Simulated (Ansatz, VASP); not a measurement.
**ZrS in VASP and in Ansatz**

Contents of INCAR:

```
SYSTEM = ZrS
PREC = Accurate
ENCUT = 520
EDIFF = 1E-6
ISMEAR = 0
SIGMA = 0.1
LREAL = .False.
LASPH = .True.
NELM = 100
ALGO = Normal
ISIF = 2
LWAVE = .False.
LCHARG = .False.
GGA = PS
NBANDS = 16
```

File KPOINTS:

```
Automatic mesh
0
Gamma
  12 12 12
  0 0 0
```

Contents of POSCAR:

```
ZrS
1.0
    0.0000000000      2.6250000000      2.6250000000
    2.6250000000      0.0000000000      2.6250000000
    2.6250000000      2.6250000000      0.0000000000
Zr S
1 1
Direct
    0.0000000000      0.0000000000      0.0000000000
    0.5000000000      0.5000000000      0.5000000000
```

Input for Ansatz:

```yaml
crystal:
  lattice:
    - [0.0, 2.625, 2.625]
    - [2.625, 0.0, 2.625]
    - [2.625, 2.625, 0.0]
  atoms:
    - { symbol: Zr, position: [0.0, 0.0, 0.0] }
    - { symbol: S, position: [0.5, 0.5, 0.5] }
basis:
  ecutwfc: 420
kpoints:
  mp_grid: { grid: [12, 12, 12] }
hamiltonian:
  xc: pbesol
scf:
  occupations: { method: gaussian, width: 0.1 }
output:
  forces: true
  stress: true
  eigenvalues: true
```

Alike in both runs: task single point; functional PBEsol; k mesh 12 × 12 × 12; occupations gaussian, width 0.1 eV; no spin polarisation.

|  | VASP | Ansatz |
| --- | --- | --- |
| version | VASP 6.6.1 | Ansatz 0.2.0 |
| potentials or method | VASP PAW PBE potentials, release 64 (Zr_sv, S), cutoff 520 eV | scalar-relativistic, plane waves, PAW |
| valence electrons in the cell | 18 | 18 |

```csv
,VASP,Ansatz,Ansatz less VASP
gap on the k mesh at the Fermi level (eV),none,none,-
pressure (GPa),-6.3,-6.5,-0.20
```

VASP's potentials were made for PBE, not for PBEsol. A gap of «none» marks a metal or a gap that the smearing closes. The functional is the same, so the differences come from potentials, cutoffs and numerics.
